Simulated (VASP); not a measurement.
# Co in VASP: notebook

The runs below take Co through single point, with PBEsol, LDA, PBE.

Program: VASP 6.6.1. These are calculated values, not measurements. Logs are shortened: lines on timing, memory, paths and dates and some standing lists are left out, and cuts for length are marked.

### Step 1. The cell of the first run

The cell holds a slab with vacuum, 5 atoms: a = 2.519 Å, b = 2.519 Å, c = 23.182 Å, α = 90.00°, β = 90.00°, γ = 120.00°.

### Step 2. Single point, PBEsol, collinear spin, ferromagnetic start

INCAR reads:

```
SYSTEM = Co
PREC = Accurate
ENCUT = 510
EDIFF = 1E-6
ISMEAR = -1
SIGMA = 0.05
LREAL = .False.
LASPH = .True.
NELM = 200
ALGO = Normal
ISIF = 2
LWAVE = .False.
LCHARG = .False.
ISPIN = 2
MAGMOM = 2 2 2 2 2
LORBIT = 11
LMAXMIX = 4
LDIPOL = .True.
IDIPOL = 3
DIPOL = 0.5 0.5 0.495
GGA = PS
NBANDS = 54
GGA_COMPAT = .False.
NELMDL = -8
```

KPOINTS reads:

```
Automatic mesh
0
Gamma
  12 12 1
  0 0 0
```

POSCAR reads:

```
Co
1.0
    2.5190008694      0.0000000000      0.0000000000
   -1.2595004347      2.1815187451      0.0000000000
    0.0000000000      0.0000000000     23.1820000000
Co
5
Direct
    0.3333333333      0.6666666667      0.3235268743
    0.6666666667      0.3333333333      0.4117634371
    0.3333333333      0.6666666667      0.4957776881
    0.6666666667      0.3333333333      0.5810662824
    0.3333333333      0.6666666667      0.6627694755
```

Potentials or basis: VASP PAW PBE potentials, release 64 (Co_sv).

On the command line:

```console
cat potpaw_PBE.64/Co_sv/POTCAR > POTCAR
mpirun -np 1 vasp_std > vasp.out
```

OUTCAR:

```text
SYSTEM = Co
   PREC = Accurate
   ENCUT = 510
   EDIFF = 1E-6
   ISMEAR = -1
   LREAL = .False.
   LASPH = .True.
   NELM = 200
   ISIF = 2
   ISPIN = 2
   LORBIT = 11
   GGA = PS
   NELMDL = -8

 ion  position               nearest neighbor table
   1  0.333  0.667  0.324-   2 2.51   2 2.51   2 2.51
   2  0.667  0.333  0.412-   3 2.43   3 2.43   3 2.43   1 2.51   1 2.51   1 2.51
   3  0.333  0.667  0.496-   2 2.43   2 2.43   2 2.43   4 2.45   4 2.45   4 2.45
   4  0.667  0.333  0.581-   5 2.39   5 2.39   5 2.39   3 2.45   3 2.45   3 2.45
   5  0.333  0.667  0.663-   4 2.39   4 2.39   4 2.39

  LATTYP: Found a hexagonal cell.
 ALAT       =     2.5190008694
 C/A-ratio  =     9.2028551008

  Lattice vectors:

 A1 = (   2.5190008694,   0.0000000000,   0.0000000000)
 A2 = (  -1.2595004347,   2.1815187451,   0.0000000000)
 A3 = (   0.0000000000,   0.0000000000,  23.1820000000)

Analysis of symmetry for initial positions (statically):
=====================================================================
 Subroutine PRICEL returns:
 Original cell was already a primitive cell.

 Routine SETGRP: Setting up the symmetry group for a
 hexagonal supercell.

 Subroutine GETGRP returns: Found  6 space group operations
 (whereof  6 operations were pure point group operations)
 out of a pool of 24 trial point group operations.

The static configuration has the point symmetry C_3v.

Analysis of symmetry for dynamics (positions and initial velocities):
=====================================================================
 Subroutine PRICEL returns:
 Original cell was already a primitive cell.

 Routine SETGRP: Setting up the symmetry group for a
 hexagonal supercell.

 Subroutine GETGRP returns: Found  6 space group operations
 (whereof  6 operations were pure point group operations)
 out of a pool of 24 trial point group operations.

The dynamic configuration has the point symmetry C_3v.

Analysis of structural, dynamic, and magnetic symmetry:
=====================================================================
 Subroutine PRICEL returns:
 Original cell was already a primitive cell.

 Routine SETGRP: Setting up the symmetry group for a
 hexagonal supercell.

 Subroutine GETGRP returns: Found  6 space group operations
 (whereof  6 operations were pure point group operations)
 out of a pool of 24 trial point group operations.

The overall configuration has the point symmetry C_3v.

 Subroutine INISYM returns: Found  6 space group operations
[... 137 lines left out ...]
 dipolmoment           0.000000      0.000000      0.001330 electrons x Angstroem

 number of electron      85.0000090 magnetization       8.5205929

 dipolmoment           0.000000      0.000000     -0.003156 electrons x Angstroem

 Free energy of the ion-electron system (eV)
  ---------------------------------------------------
  ext. energy  EPLUGINS =         0.00000000
  ---------------------------------------------------
  free energy    TOTEN  =       -37.14935808 eV

  energy without entropy =      -37.10615123  energy(sigma->0) =      -37.12775465

 E-fermi :   2.2713     XC(G=0):  -6.8444

 val. band max:        2.2699593965   @ k =   0.2500   0.0000   0.0000
 cond. band min:       2.2720279437   @ k =   0.4167   0.1667   0.0000
 fundamental gap:      0.0020685472
 Fermi energy:         2.2712552241

 spin component 1

 k-point     1 :       0.0000    0.0000    0.0000
  band No.  band energies     occupation
      1     -93.5422      1.00000
      2     -93.5354      1.00000
      3     -93.4527      1.00000
      4     -93.4450      1.00000
      5     -93.4104      1.00000
      6     -57.0600      1.00000
[... 1072 lines left out ...]
     53       9.2243      0.00000
     54      10.9393      0.00000
 Fermi energy:         2.2712552241

 spin component 2

 k-point     1 :       0.0000    0.0000    0.0000
  band No.  band energies     occupation
      1     -91.4472      1.00000
      2     -91.4237      1.00000
      3     -91.3884      1.00000
      4     -91.2737      1.00000
      5     -91.2729      1.00000
      6     -55.0343      1.00000
[... 1072 lines left out ...]
     53       9.9600      0.00000
     54      11.5500      0.00000

------------------------ aborting loop because EDIFF is reached ----------------------------------------

 vacuum level on the upper side and lower side of the slab       (xc-potential included)        -0.053         0.048

  FORCE on cell =-STRESS in cart. coord.  units (eV):
  Direction    XX          YY          ZZ          XY          YZ          ZX
  --------------------------------------------------------------------------------------
  -------------------------------------------------------------------------------------
  Total       -6.5629638     -6.5629638     -2.6167837      0.0000000      0.0000000      0.0000000
  in kB      -82.5415127    -82.5415127    -32.9109367      0.0000000      0.0000000      0.0000000
  external PRESSURE =     -65.9979874 kB  Pullay stress =       0.0000000 kB

 VOLUME and BASIS-vectors are now :
 -----------------------------------------------------------------------------
  energy-cutoff  :      510.00
  volume of cell :      127.39
      direct lattice vectors                 reciprocal lattice vectors
     2.519000869  0.000000000  0.000000000     0.396982793  0.229198122  0.000000000
    -1.259500435  2.181518745  0.000000000     0.000000000  0.458396244  0.000000000
     0.000000000  0.000000000 23.182000000     0.000000000  0.000000000  0.043136917

 POSITION                                       TOTAL-FORCE (eV/Angst)
 -----------------------------------------------------------------------------------
     -0.00000      1.45435      7.50000        -0.000000      0.000000      0.789289
      1.25950      0.72717      9.54550        -0.000000      0.000000     -0.791496
     -0.00000      1.45435     11.49312        -0.000000      0.000000      0.002443
      1.25950      0.72717     13.47028         0.000000     -0.000000      0.000729
     -0.00000      1.45435     15.36432        -0.000000      0.000000     -0.000964
 -----------------------------------------------------------------------------------
    total drift:                                0.000000     -0.000001      0.004540

  FREE ENERGIE OF THE ION-ELECTRON SYSTEM (eV)
  ---------------------------------------------------
  free  energy   TOTEN  =       -37.1493580766 eV

  energy  without entropy=      -37.1061512254  energy(sigma->0) =      -37.12775465

 vacuum level on the upper side and lower side of the slab         7.333         7.437

 total charge

# of ion       s       p       d       tot
------------------------------------------
    1        2.242   6.073   6.673  14.988
    2        2.244   6.113   6.673  15.030
    3        2.249   6.118   6.681  15.048
    4        2.250   6.122   6.682  15.055
    5        2.250   6.082   6.691  15.023
--------------------------------------------------
tot         11.236  30.508  33.400  75.144

 magnetization (x)

# of ion       s       p       d       tot
------------------------------------------
    1       -0.001  -0.008   1.820   1.812
    2       -0.004  -0.012   1.758   1.742
    3       -0.003  -0.012   1.692   1.676
    4       -0.004  -0.012   1.736   1.719
    5       -0.001  -0.006   1.781   1.774
--------------------------------------------------
tot         -0.014  -0.051   8.787   8.723
```

stdout:

```text
POSCAR found type information on POSCAR Co
 POSCAR found :  1 types and       5 ions
 scaLAPACK will be used
 -----------------------------------------------------------------------------
|                                                                             |
|                                                                             |
|     You enforced a specific xc type in the INCAR file but a different       |
|     I HOPE YOU KNOW WHAT YOU ARE DOING!                                     |
|                                                                             |
 -----------------------------------------------------------------------------

 LDA part: xc-table for (Slater+PW92), standard interpolation
 POSCAR, INCAR and KPOINTS ok, starting setup
 FFT: planning ... GRIDC
 FFT: planning ... GRID_SOFT
 FFT: planning ... GRID
 WAVECAR not read
 entering main loop
```

Wall time 11 min (1 thread of Intel Xeon Platinum 8488C (Sapphire Rapids), shared host); peak memory 0.41 GiB.

Results:

```yaml
Free_energy: -37.1494 eV
Largest_force: 0.791 eV/Å
Net_moment: 8.52 μB per cell
Site_moments: Co +1.81, +1.74, +1.68, +1.72, +1.77 μB
Valence_electrons_inside_the_program's_atomic_spheres: Co 14.99, 15.03, 15.05, 15.02 (each value once)
```

Forces in eV/Å, atoms in the order of the input:
```
Co   0.000  0.000  0.789
Co   0.000  0.000 -0.791
Co   0.000  0.000  0.002
Co   0.000  0.000  0.001
Co   0.000  0.000 -0.001
```

Levels at points of the mesh, in eV from the Fermi level:
Spin up:
| k point | band 43 | band 44 | band 45 | band 46 | band 47 | band 48 | band 49 | band 50 | band 51 | band 52 |
| --- | --- | --- | --- | --- | --- | --- | --- | --- | --- | --- |
| (0.00, 0.00, 0.00) | -1.51 | -1.15 | -1.15 | -0.92 | -0.92 | -0.80 | -0.80 | -0.54 | 0.29 | 4.68 |
| (0.50, 0.00, 0.00) | -0.62 | -0.58 | -0.53 | 0.90 | 1.00 | 1.62 | 2.51 | 3.00 | 6.41 | 6.53 |
Spin down:
```
           k point  band 35  band 36  band 37  band 38  band 39  band 40  band 41  band 42
(0.00, 0.00, 0.00)    -0.77    -0.73    -0.73    -0.57    -0.57    -0.15    -0.04    -0.04
(0.50, 0.00, 0.00)    -0.37     0.05     0.59     0.69     0.72     1.17     1.20     1.27
```

Caveat: the PAW data sets were made with another functional, which shifts forces and pressure a little.

### Step 3. Single point, LDA, collinear spin, ferromagnetic start

INCAR reads:

```
SYSTEM = Co
PREC     = Accurate       ! precision mode
ENCUT    = 510            ! plane-wave cutoff, eV
EDIFF    = 1E-6           ! SCF threshold, eV
ISMEAR   = -1             ! smearing method
SIGMA    = 0.05           ! smearing width, eV
LREAL    = .FALSE.        ! projectors in reciprocal space
LASPH    = .TRUE.         ! aspherical terms in the spheres
NELM     = 200            ! most SCF steps
ALGO     = Normal         ! electronic algorithm
ISIF     = 2              ! what is computed and relaxed
LWAVE    = .FALSE.        ! write WAVECAR
LCHARG   = .FALSE.        ! write CHGCAR
ISPIN    = 2              ! spin polarisation
MAGMOM   = 2 2 2 2 2      ! initial moments
LORBIT   = 11             ! projections on sites
LMAXMIX  = 4              ! l up to which the mixer works
LDIPOL   = .TRUE.       
IDIPOL   = 3            
DIPOL    = 0.5 0.5 0.493
NBANDS   = 54             ! bands
GGA_COMPAT= .FALSE.      
NELMDL   = -8
```

KPOINTS reads:

```
regular mesh
0
G
  12 12 1
  0 0 0
```

POSCAR reads:

```
Co
1.0
    2.5190008694      0.0000000000      0.0000000000
   -1.2595004347      2.1815187451      0.0000000000
    0.0000000000      0.0000000000     23.1820000000
Co
5
Direct
    0.3333333333      0.6666666667      0.3235268743
    0.6666666667      0.3333333333      0.4117634371
    0.3333333333      0.6666666667      0.4940266124
    0.6666666667      0.3333333333      0.5775441024
    0.3333333333      0.6666666667      0.6576226252
```

Potentials or basis: VASP PAW LDA potentials, release 64 (Co_sv).

On the command line:

```console
cat potpaw_LDA.64/Co_sv/POTCAR > POTCAR
mpirun -np 1 vasp_std > vasp.out
```

OUTCAR:

```text
SYSTEM = Co
   PREC = Accurate
   ENCUT = 510
   EDIFF = 1E-6
   ISMEAR = -1
   LREAL = .FALSE.
   LASPH = .TRUE.
   NELM = 200
   ISIF = 2
   ISPIN = 2
   LORBIT = 11
   NELMDL = -8

 ion  position               nearest neighbor table
   1  0.333  0.667  0.324-   2 2.51   2 2.51   2 2.51
   2  0.667  0.333  0.412-   3 2.40   3 2.40   3 2.40   1 2.51   1 2.51   1 2.51
   3  0.333  0.667  0.494-   2 2.40   2 2.40   2 2.40   4 2.42   4 2.42   4 2.42
   4  0.667  0.333  0.578-   5 2.36   5 2.36   5 2.36   3 2.42   3 2.42   3 2.42
   5  0.333  0.667  0.658-   4 2.36   4 2.36   4 2.36

  LATTYP: Found a hexagonal cell.
 ALAT       =     2.5190008694
 C/A-ratio  =     9.2028551008

[... 2400 lines left out ...]
 -----------------------------------------------------------------------------------
     -0.00000      1.45435      7.50000        -0.000000     -0.000000      1.038644
      1.25950      0.72717      9.54550        -0.000000     -0.000000     -1.014515
     -0.00000      1.45435     11.45252        -0.000000     -0.000000      0.003538
      1.25950      0.72717     13.38863         0.000000     -0.000000     -0.015176
     -0.00000      1.45435     15.24501        -0.000000      0.000000     -0.012491
 -----------------------------------------------------------------------------------
    total drift:                               -0.000001      0.000001     -0.003895

  FREE ENERGIE OF THE ION-ELECTRON SYSTEM (eV)
  ---------------------------------------------------
  free  energy   TOTEN  =       -38.6072046684 eV

  energy  without entropy=      -38.5611162988  energy(sigma->0) =      -38.58416048

 vacuum level on the upper side and lower side of the slab         7.174         7.302

 total charge

# of ion       s       p       d       tot
------------------------------------------
    1        2.242   6.070   6.693  15.005
    2        2.247   6.113   6.698  15.058
    3        2.254   6.120   6.711  15.085
    4        2.255   6.124   6.712  15.091
    5        2.253   6.081   6.717  15.051
--------------------------------------------------
tot         11.250  30.508  33.531  75.289

 magnetization (x)

# of ion       s       p       d       tot
------------------------------------------
    1       -0.001  -0.005   1.730   1.724
    2       -0.005  -0.009   1.650   1.636
    3       -0.004  -0.010   1.564   1.550
    4       -0.005  -0.010   1.624   1.610
    5       -0.001  -0.003   1.681   1.677
--------------------------------------------------
tot         -0.016  -0.036   8.249   8.196
```

stdout:

```text
POSCAR found type information on POSCAR Co
 POSCAR found :  1 types and       5 ions
 scaLAPACK will be used
 LDA part: xc-table for (Slater(with rela. corr.)+CA(PZ))
 , standard interpolation
 POSCAR, INCAR and KPOINTS ok, starting setup
 FFT: planning ... GRIDC
 FFT: planning ... GRID_SOFT
 FFT: planning ... GRID
 WAVECAR not read
 entering main loop
```

It took 14 min on 1 thread of Intel Xeon Platinum 8259CL at 2.50GHz (Skylake/Cascade Lake), shared host; peak memory 0.32 GiB.

Results:

| Item | Value |
| --- | --- |
| Free energy | -38.6072 eV |
| Largest force | 1.039 eV/Å |
| Net moment | 8.13 μB per cell |
| Site moments | Co +1.72, +1.64, +1.55, +1.61, +1.68 μB |
| Valence electrons inside the program's atomic spheres | Co 15.01, 15.06, 15.09, 15.05 (each value once) |

Forces in eV/Å, atoms in the order of the input:
```
Co   0.000  0.000  1.039
Co   0.000  0.000 -1.015
Co   0.000  0.000  0.004
Co   0.000  0.000 -0.015
Co   0.000  0.000 -0.012
```

### Step 4. Single point, PBE, collinear spin, ferromagnetic start

INCAR reads:

```
ALGO = Normal ; DIPOL = 0.5 0.5 0.500
EDIFF = 1E-6 ; ENCUT = 510
GGA = PE ; GGA_COMPAT = False
IDIPOL = 3 ; ISIF = 2
ISMEAR = -1 ; ISPIN = 2
LASPH = True ; LCHARG = False
LDIPOL = True ; LMAXMIX = 4
LORBIT = 11 ; LREAL = False
LWAVE = False ; MAGMOM = 2 2 2 2 2
NBANDS = 54 ; NELM = 200
NELMDL = -8 ; PREC = Accurate
SIGMA = 0.05
```

KPOINTS reads:

```
k-points
0
Gamma
  12 12 1
```

POSCAR reads:

```
Co
1.0
    2.5190008694      0.0000000000      0.0000000000
   -1.2595004347      2.1815187451      0.0000000000
    0.0000000000      0.0000000000     23.1820000000
Co
5
Direct
    0.3333333333      0.6666666666      0.3235268743
    0.6666666667      0.3333333334      0.4117634371
    0.3333333333      0.6666666666      0.5000000000
    0.6666666667      0.3333333334      0.5882365629
    0.3333333333      0.6666666666      0.6764731257
```

Potentials or basis: VASP PAW PBE potentials, release 64 (Co_sv).

On the command line:

```console
cat potpaw_PBE.64/Co_sv/POTCAR > POTCAR
mpirun -np 1 vasp_std > vasp.out
```

It took 14 min on 1 thread of Intel Xeon Platinum 8488C (Sapphire Rapids), shared host; peak memory 0.4 GiB.

It converged, with:

| Quantity | Value |
| --- | --- |
| Free energy | -34.0084 eV |
| Largest force | 0.546 eV/Å |
| Net moment | 8.68 μB per cell |
| Site moments | Co +1.83, +1.78, +1.73 (each value once) μB |
| Valence electrons inside the program's atomic spheres | Co 14.99, 15.02 (each value once) |

Forces in eV/Å, atoms in the order of the input:
```
Co   0.000  0.000  0.546
Co   0.000  0.000 -0.339
Co   0.000  0.000  0.000
Co   0.000  0.000  0.339
Co   0.000  0.000 -0.546
```

Levels at points of the mesh, in eV from the Fermi level:
Spin up:
| k point | band 44 | band 45 | band 46 | band 47 | band 48 | band 49 | band 50 | band 51 |
| --- | --- | --- | --- | --- | --- | --- | --- | --- |
| (0.00, 0.00, 0.00) | -1.25 | -1.25 | -1.08 | -1.08 | -1.00 | -1.00 | -0.65 | 0.06 |
| (0.50, 0.00, 0.00) | -0.62 | -0.62 | 0.94 | 0.97 | 1.62 | 2.46 | 2.93 | 6.35 |
Spin down:
```tsv
k point	band 36	band 37	band 38	band 39	band 40	band 41
(0.00, 0.00, 0.00)	-0.65	-0.65	-0.57	-0.57	-0.23	0.06
(0.50, 0.00, 0.00)	0.09	0.56	0.63	0.69	1.12	1.19
```

(Continued in part 2 of 2.)
